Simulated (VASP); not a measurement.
## PbO2: single point with PBEsol

The system is PbO2.

```
Pb O
1.0
     4.41172    0.00000    0.00000
     0.00000    4.41172    0.00000
     0.00000    0.00000    3.40370
Pb O
2 4
Direct
  0.00000 0.00000 0.00000
  0.50000 0.50000 0.50000
  0.31156 0.31156 0.00000
  0.18844 0.81156 0.50000
  0.68844 0.68844 0.00000
  0.81156 0.18844 0.50000
```

| Property | Result |
| --- | --- |
| Program | VASP 6.6.1 |
| Task | single point |
| Functional | PBEsol |
| Potentials or basis | VASP PAW PBE potentials, release 64 (Pb_d, O) |
| Cutoff | 520 eV |
| k mesh | 8 × 8 × 12 |
| Occupations | gaussian, width 0.1 eV |
| Spin | no spin polarisation |
| Dipole correction | no |
| Further INCAR settings | ALGO = Normal; EDIFF = 1e-07; NBANDS = 35 |

```
Pressure               : 60.5 GPa
Largest force          : 0.012 eV/Å
Band gap on the k mesh : 0.15 eV (least direct gap 0.95 eV)
```

Forces on the atoms (eV/Å):
```
Pb   0.000  0.000  0.000
Pb   0.000  0.000  0.000
O   -0.008 -0.008  0.000
O    0.008 -0.008  0.000
O    0.008  0.008  0.000
O   -0.008  0.008  0.000
```

Stress tensor (GPa, compression positive):
```
60.38  0.00  0.00
 0.00 60.38  0.00
 0.00  0.00 60.71
```

Levels at points of the mesh, in eV from the valence-band top:
```tsv
k point	band 24	band 25	band 26	band 27	band 28	band 29
(0.00, 0.00, 0.00)	-1.07	-1.07	-0.80	0.15	4.70	5.37
(0.50, 0.00, 0.00)	-1.26	-1.10	-1.10	4.04	4.04	6.06
(0.50, 0.50, 0.00)	-1.20	-1.14	-1.14	4.00	4.00	7.11
(0.00, 0.00, 0.50)	-2.41	-1.84	-1.84	5.28	5.28	9.11
(0.50, 0.00, 0.50)	-1.87	0.00	0.00	6.00	6.00	8.27
(0.50, 0.50, 0.50)	-1.68	-1.29	-1.29	4.38	4.38	8.24
```

Wall time 6.3 min on 1 thread of Intel Xeon 8259CL, with other jobs on the host, peak memory 0.32 GiB.

Caveat: the cell stands under pressure; the PAW data sets were made with another functional, which shifts forces and pressure a little; spin-orbit coupling is left out, which moves the levels of the heavy elements. A k mesh can miss the band edges.
